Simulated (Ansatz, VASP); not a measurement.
Ti3SnO8: VASP beside Ansatz

```
Ti O Sn
1.0
     3.28018   -3.27964    0.00000
     3.28018    3.27964    0.00000
     0.00000    0.00000    6.03914
Ti O Sn
3 8 1
Direct
  0.50000 0.50000 0.00000
  0.00000 0.00000 0.75499
  0.00000 0.00000 0.24501
  0.19462 0.19462 0.00000
  0.80538 0.80538 0.00000
  0.69980 0.30020 0.76167
  0.30020 0.69980 0.76167
  0.18797 0.18797 0.50000
  0.81203 0.81203 0.50000
  0.69980 0.30020 0.23833
  0.30020 0.69980 0.23833
  0.50000 0.50000 0.50000
```

Alike in both runs: task single point; functional PBE; k mesh 6 × 6 × 4; occupations fermi-dirac, width 0.02 eV; no spin polarisation.

```csv
,VASP,Ansatz
version,VASP 6.6.1,Ansatz 0.2.0
potentials or method,"VASP PAW PBE potentials, release 64 (Ti_sv, O, Sn_d)","plane waves, PAW"
plane-wave cutoff (eV),520,420
valence electrons in the cell,98,98
```

Ansatz gave:

```
gap on the k mesh at the Fermi level (eV) : 1.76
pressure (GPa)                            : 6.0
rms of the force components (eV/Å)        : 0.075
```

Problem. What did VASP give for the same quantities?

Solution. gap on the k mesh at the Fermi level (eV): 1.74; pressure (GPa): 6.7; rms of the force components (eV/Å): 0.082.
